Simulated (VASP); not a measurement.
Crystal: BeS.

```
Be S
1.0
     3.30024    0.00000    0.00000
    -1.65012    2.85809    0.00000
     0.00000    0.00000    4.99877
Be S
2 2
Direct
  0.00000 0.00000 0.00000
  0.00000 0.00000 0.50000
  0.33333 0.66667 0.25000
  0.66667 0.33333 0.75000
```

This cell differs from its parent crystal: uniaxial z strain -4.9%.

Base run:

- Program: VASP 6.6.1
- Functional: PBE
- Potentials or basis: VASP PAW PBE potentials, release 64 (Be, S)
- Cutoff: 520 eV
- k mesh: 12 × 12 × 6
- Occupations: fermi-dirac, width 0.02 eV
- Spin: no spin polarisation

Its results: band gap on the k mesh 1.07 eV, indirect (least direct gap 2.48 eV); pressure 5.7 GPa.

Task: The run is repeated on the same cell with these changes: functional from PBE to r2SCAN; occupations from fermi-dirac, width 0.02 eV to gaussian, width 0.01 eV. What comes out?

Result: Band gap on the k mesh 1.40 eV, indirect (least direct gap 2.99 eV); pressure 6.2 GPa.

Caveats: the PAW data sets were made with another functional, which shifts forces and pressure a little (some runs).

A k mesh can miss the band edges.
